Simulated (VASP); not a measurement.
Input of a VASP 6.6.1 run:

The input INCAR:

```
ALGO     = Normal         # electronic algorithm
EDIFF    = 1E-6           # SCF threshold, eV
ENCUT    = 520            # plane-wave cutoff, eV
GGA      = PE             # functional
ISIF     = 2              # what is computed and relaxed
ISMEAR   = 0              # smearing method
ISPIN    = 2              # spin polarisation
LASPH    = T              # aspherical terms in the spheres
LCHARG   = F              # write CHGCAR
LMAXMIX  = 4              # l up to which the mixer works
LORBIT   = 11             # projections on sites
LREAL    = F              # projectors in reciprocal space
LWAVE    = F              # write WAVECAR
MAGMOM   = 2.05 2.05 1.96 1.96 1.96 1.96 # initial moments
NBANDS   = 40             # bands
NELM     = 150            # most SCF steps
PREC     = Accurate       # precision mode
SIGMA    = 0.15           # smearing width, eV
```

The input KPOINTS:

```
k-points
0
Gamma
  12 12 12
```

POSCAR

```
Co
1.0
    0.0000000000      3.2985301075      3.2985301075
    3.2985301075      0.0000000000      3.2985301075
    3.2985301075      3.2985301075      0.0000000000
Co
6
Direct
    0.2500000000      0.2500000000      0.2500000000
    0.0000000000      0.0000000000      0.0000000000
    0.6250000000      0.6250000000      0.1250000000
    0.6250000000      0.1250000000      0.6250000000
    0.1250000000      0.6250000000      0.6250000000
    0.6250000000      0.6250000000      0.6250000000
```

Potentials or basis: VASP PAW PBE potentials, release 64 (Co).

Launch:

```bash
$ cat potpaw_PBE.64/Co/POTCAR > POTCAR
$ mpirun -np 1 vasp_std > vasp.out
```

Predict the net moment.

10.52 μB per cell.

Estimate the site moments.

Co +1.85, +1.75 (each value once) μB.

What does it give for the pressure?

-7.3 GPa.

Caveat: the cell stands under tension.
